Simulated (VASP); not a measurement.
A run of VASP 6.6.1 is set up as follows.

Contents of INCAR:

```
PREC = Accurate
ENCUT = 600
EDIFF = 1E-6
ISMEAR = 0
SIGMA = 0.01
LREAL = F
LASPH = T
NELM = 60
ALGO = Normal
ISIF = 3
LWAVE = F
LCHARG = F
IBRION = 2
NSW = 100
EDIFFG = -0.002
PSTRESS = 150.0
```

Contents of KPOINTS:

```
regular mesh
0
Gamma
  6 6 6
```

File POSCAR:

```
CuI
1.0
    2.9309887319      2.9309887319      0.0000000000
   -2.9309887319      2.9309887319      0.0000000000
    0.0000000000      2.9309887319      2.9309887319
Cu I
1 1
Direct
    0.7500000000      0.2500000000      0.5000000000
    0.0000000000      0.0000000000      0.0000000000
```

Potentials or basis: VASP PAW LDA potentials, release 64 (Cu, I).

Command:

```sh
$ cat potpaw_LDA.64/Cu/POTCAR potpaw_LDA.64/I/POTCAR > POTCAR
$ mpirun -np 1 vasp_std > vasp.out
```

(1) Predict the band gap on the k mesh.

(2) Estimate the relaxed volume.

(3) What does it give for the space group after relaxing (to 0.05 Å)?

Results:

(1) 1.87 eV, direct.

(2) 21.25 Å³/atom.

(3) F-43m (No. 216).

Caveat: the cell is relaxed towards a set pressure, so the enthalpy falls and the energy may rise; the volume moved by over 15 % at a fixed basis, so the end points are rough; spin-orbit coupling is left out, which moves the levels of the heavy elements.
